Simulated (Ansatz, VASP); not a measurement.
Au: VASP and Ansatz over several settings

```
Au
1.0
    -1.65727    1.65727    1.65727
     1.65727   -1.65727    1.65727
     1.65727    1.65727   -1.65727
Au
1
Cartesian
  0.0000 0.0000 0.0000
```

Single points on this cell with VASP 6.6.1 and Ansatz 0.2.0. Each row is one pair of runs. Alike in all rows: spin: off; k mesh: 11 × 11 × 11; VASP's potentials, cutoff: VASP PAW PBE potentials, release 64 (Au), 520 eV.

```csv
level,smearing,"Ansatz's potentials, cutoff","gap on the k mesh at the Fermi level (eV), VASP","gap on the k mesh at the Fermi level (eV), Ansatz","pressure (GPa), VASP","pressure (GPa), Ansatz"
PBE,"gaussian, width 0.027 eV","Ansatz PAW, 420 eV",none,none,-1.1,-0.8
PBE,"gaussian, width 0.028 eV","Ansatz PAW, 420 eV",none,none,-1.1,-0.8
PBE,"gaussian, width 0.013 eV","Ansatz PAW, 420 eV",none,none,-1.1,-0.9
PBE,"gaussian, width 0.017 eV","Ansatz PAW, 420 eV",none,none,-1.1,-0.9
PBE,"gaussian, width 0.018 eV","Ansatz PAW, 420 eV",none,none,-1.1,-0.9
PBE,"gaussian, width 0.019 eV","Ansatz PAW, 420 eV",none,none,-1.1,-0.9
PBE,"gaussian, width 0.021 eV","Ansatz PAW, 420 eV",none,none,-1.0,-0.8
r2SCAN,"fermi-dirac, width 0.05 eV","Ansatz PAW, 500 eV",?,none,?,-4.1
```

Fill in what VASP gave in row 8.

gap on the k mesh at the Fermi level (eV): none; pressure (GPa): -3.9.

VASP's potentials hold 11 valence electrons a cell and Ansatz's 19, so a difference there can come from the potentials and not from the codes.

A gap of «none» marks a metal or a gap that the smearing closes.

Spin-orbit coupling is off throughout.
